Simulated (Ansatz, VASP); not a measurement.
**Ge in VASP and in Ansatz**

```
Ge
1.0
     3.95697    0.00000    0.00000
    -1.97848    3.42683    0.00000
     0.00000    0.00000    6.68342
Ge
4
Direct
  0.00000 0.00000 0.81429
  0.00000 0.00000 0.18571
  0.33333 0.66667 0.65930
  0.66667 0.33333 0.34070
```

Alike in both runs: functional PBE; k mesh 6 × 6 × 4; occupations gaussian, width 0.1 eV; no spin polarisation.

Ansatz relaxed the structure, and its values are those at the end. VASP's run is a single point on that final structure, the one shown.

|  | VASP | Ansatz |
| --- | --- | --- |
| version | VASP 6.6.1 | Ansatz 0.2.0 |
| potentials or method | VASP PAW PBE potentials, release 64 (Ge_d), cutoff 520 eV | scalar-relativistic, plane waves, PAW |
| valence electrons in the cell | 56 | 56 |

|  | VASP | Ansatz | Ansatz less VASP |
| --- | --- | --- | --- |
| gap on the k mesh at the Fermi level (eV) | none | none | - |
| pressure (GPa) | 0.0 | 0.1 | +0.11 |
| rms of the force components (eV/Å) | 0.016 | 0.015 | -0.0011 |

A gap of «none» marks a metal or a gap that the smearing closes. The functional is the same, so the differences come from potentials, cutoffs and numerics.
